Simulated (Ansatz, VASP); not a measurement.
Bi in VASP and in Ansatz

```xyz
1
Lattice="3.3774 0.0000 0.0000 0.0000 3.3774 0.0000 0.0000 0.0000 3.3774" Properties=species:S:1:pos:R:3 pbc="T T T"
Bi    0.0000    0.0000    0.0000
```

Alike in both runs: task single point; functional r2SCAN; k mesh 11 × 11 × 11; occupations fermi-dirac, width 0.1 eV; no spin polarisation.

|  | VASP | Ansatz |
| --- | --- | --- |
| version | VASP 6.6.1 | Ansatz 0.2.0 |
| potentials or method | VASP PAW PBE potentials, release 64 (Bi_d), cutoff 520 eV | plane waves (500 eV) with PAW, scalar-relativistic |
| valence electrons in the cell | 15 | 15 |

```csv
,VASP,Ansatz,Ansatz less VASP
pressure (GPa),-4.3,-4.3,+0.06
```

VASP's potentials were made for PBE, not for r2SCAN. The functional is the same, so the differences come from potentials, cutoffs and numerics.

Spin-orbit coupling is off throughout.
